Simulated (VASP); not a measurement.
Input of a VASP 6.6.1 run:

Contents of INCAR:

```
ALGO     = Normal         # electronic algorithm
EDIFF    = 1E-6           # SCF threshold, eV
ENCUT    = 520            # plane-wave cutoff, eV
GGA      = PE             # functional
ISIF     = 2              # what is computed and relaxed
ISMEAR   = 0              # smearing method
ISPIN    = 2              # spin polarisation
LASPH    = True           # aspherical terms in the spheres
LCHARG   = True           # write CHGCAR
LELF     = True           # ELF
LMAXMIX  = 4              # l up to which the mixer works
LORBIT   = 11             # projections on sites
LREAL    = False          # projectors in reciprocal space
LVHAR    = True         
LWAVE    = False          # write WAVECAR
MAGMOM   = -2.32 2.32 0.17 -0.17 # initial moments
NBANDS   = 27             # bands
NELM     = 150            # most SCF steps
PREC     = Accurate       # precision mode
SIGMA    = 0.01           # smearing width, eV
```

The input KPOINTS:

```
k-points
0
Gamma
  12 12 8
```

POSCAR

```
CoO
1.0
    3.1911417754      0.0000000000      0.0000000000
   -1.5955708877      2.7636098446      0.0000000000
    0.0000000000      0.0000000000      5.1298469804
Co O
2 2
Direct
    0.0000000149     -0.0000000149      0.0046609427
    0.3333333169      0.6666666831      0.5046609994
   -0.0000000153      0.0000000153      0.3703394317
    0.3333333502      0.6666666498      0.8703396261
```

Potentials or basis: VASP PAW PBE potentials, release 64 (Co, O).

The run is started by

```bash
$ cat potpaw_PBE.64/Co/POTCAR potpaw_PBE.64/O/POTCAR > POTCAR
$ mpirun -np 1 vasp_std > vasp.out
```

(1) What does it give for the largest force?

(2) Estimate the band gap on the k mesh.

(3) What does it give for the net moment?

(4) What does it give for the site moments?

Answers

(1) 0.119 eV/Å.

(2) 0.07 eV (least direct gap 0.21 eV).

(3) 0.00 μB per cell.

(4) Co -2.26, +2.26; O +0.14, -0.14 μB.

Caveat: the cell differs from its parent crystal (uniaxial strain along c: -3.0 %).
